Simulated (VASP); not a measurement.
Write the native input for VASP 6.6.1 that does the following.

```yaml
Task: single point
Functional: PBE
Potentials_or_basis: VASP PAW PBE potentials, release 64 (Ir, Pt)
Cutoff: 500 eV
k_mesh: 6 × 6 × 4
Occupations: gaussian, width 0.1 eV
Spin: no spin polarisation
Dipole_correction: no
Further_INCAR_settings: ALGO = Normal; EDIFF = 1e-06; NBANDS = 21
```

The structure of Ir2Pt lies in POSCAR:

```
Ir2Pt
1.0
    2.7343473037      0.0000000000      0.0000000000
    0.0000000000      2.7343473037      0.0000000000
    0.0000000000      0.0000000000      6.3946797941
Ir Pt
2 1
Direct
    0.5000000000      0.5000000000      0.3092560683
    0.5000000000      0.5000000000      0.6907439317
    0.0000000000      0.0000000000      0.0000000000
```

The cell was built from a structure type or drawn by symmetry, and may not be a known phase.

These files were run (other wordings do the same):

INCAR

```
SYSTEM = Ir2Pt
PREC = Accurate ; ENCUT = 500
EDIFF = 1E-6 ; ISMEAR = 0
SIGMA = 0.1 ; LREAL = .FALSE.
LASPH = .TRUE. ; NELM = 120
ALGO = Normal ; ISIF = 2
LWAVE = .FALSE. ; LCHARG = .FALSE.
GGA = PE ; NBANDS = 21
GGA_COMPAT = .FALSE.
```

KPOINTS

```
Automatic mesh
0
G
  6 6 4
  0 0 0
```

Potentials or basis: VASP PAW PBE potentials, release 64 (Ir, Pt).

Run with:

```bash
$ cat potpaw_PBE.64/Ir/POTCAR potpaw_PBE.64/Pt/POTCAR > POTCAR
$ mpirun -np 1 vasp_std > vasp.out
```

It gave:

| Property | Result |
| --- | --- |
| Pressure | -0.1 GPa |
| Largest force | 0.027 eV/Å |
| Band gap on the k mesh | zero (bands 14 and 15 overlap by 2.38 eV) |

Caveat: the k points lie up to 0.38 Å⁻¹ apart, too coarse for converged energies and pressures of a metal; spin-orbit coupling is left out, which moves the levels of the heavy elements.

It took 46 s on 1 thread of Intel Xeon 8259CL, with other jobs on the host, peak memory 0.17 GiB.
